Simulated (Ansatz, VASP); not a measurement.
## Bi2Se3 in VASP and in Ansatz

```
Se Bi
1.0
     4.12434    0.00000    0.00000
    -2.06217    3.57179    0.00000
     0.00000    0.00000   39.98244
Se Bi
3 2
Direct
  0.00000 0.00000 0.41202
  0.66667 0.33333 0.50000
  0.33333 0.66667 0.58798
  0.33333 0.66667 0.45153
  0.00000 0.00000 0.54847
```

Alike in both runs: functional PBE; dispersion D3(BJ); k mesh 12 × 12 × 1; occupations gaussian, width 0.02 eV; no spin polarisation.

Ansatz relaxed the structure, and its values are those at the end. VASP's run is a single point on that final structure, the one shown.

|  | VASP | Ansatz |
| --- | --- | --- |
| version | VASP 6.6.1 | Ansatz 0.2.0 |
| potentials or method | VASP PAW PBE potentials, release 64 (Se, Bi_d), cutoff 520 eV | scalar-relativistic, plane waves, PAW |
| valence electrons in the cell | 48 | 78 |

Ansatz gave:

```
gap on the k mesh at the Fermi level (eV) : 0.94
least direct gap on the mesh (eV)         : 1.30
rms of the force components (eV/Å)        : 0.000
```

**Question.** Which values does VASP return?

**Answer.** gap on the k mesh at the Fermi level (eV): 0.94; least direct gap on the mesh (eV): 1.30; rms of the force components (eV/Å): 0.005.

VASP's potentials hold 48 valence electrons a cell and Ansatz's 78, so a difference there can come from the potentials and not from the codes. Ansatz's warnings: xc potential rough in thin density.

Neither program's run includes spin-orbit coupling.
